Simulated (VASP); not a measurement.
Input of a VASP 6.6.1 run:

Contents of INCAR:

```
SYSTEM = NaSrYWO6
  PREC = Accurate
  ENCUT = 520
  EDIFF = 1E-6
  ISMEAR = 0
  SIGMA = 0.02
  LREAL = .False.
  LASPH = .True.
  NELM = 60
  ALGO = Normal
  ISIF = 2
  LWAVE = .False.
  LCHARG = .False.
  GGA = PE
  NBANDS = 50
```

Contents of KPOINTS:

```
Automatic mesh
0
Gamma
  6 6 6
  0 0 0
```

POSCAR

```
NaSrYWO6
1.0
   -0.3337614672      4.0065978128      4.0065978128
    4.0065978128     -0.3337614672      4.0065978128
    4.0065978128      4.0065978128     -0.3337614672
Na Sr Y W O
1 1 1 1 6
Direct
    0.2527691392      0.2527691392      0.2527691392
    0.7434099700      0.7434099700      0.7434099700
    0.5030918457      0.5030918457      0.5030918457
    0.0202625478      0.0202625478      0.0202625478
    0.7468265917      0.2371889160      0.2230831182
    0.2562171245      0.7747421855      0.7424085615
    0.7747421855      0.7424085615      0.2562171245
    0.2371889160      0.2230831182      0.7468265917
    0.2230831182      0.7468265917      0.2371889160
    0.7424085615      0.2562171245      0.7747421855
```

Potentials or basis: VASP PAW PBE potentials, release 64 (Na_pv, Sr_sv, Y_sv, W_sv, O).

Command:

```sh
$ cat potpaw_PBE.64/Na_pv/POTCAR potpaw_PBE.64/Sr_sv/POTCAR potpaw_PBE.64/Y_sv/POTCAR potpaw_PBE.64/W_sv/POTCAR potpaw_PBE.64/O/POTCAR > POTCAR
$ mpirun -np 1 vasp_std > vasp.out
```

(1) Estimate the largest force.

(2) What does it give for the band gap on the k mesh?

## Answers

(1) 5.430 eV/Å.

(2) 1.56 eV.

Caveat: the cell differs from its parent crystal (strained and its atoms moved); spin-orbit coupling is left out, which moves the levels of the heavy elements; forces of over 1 eV/Å act on the atoms, so gaps and moduli don't describe the material at rest.
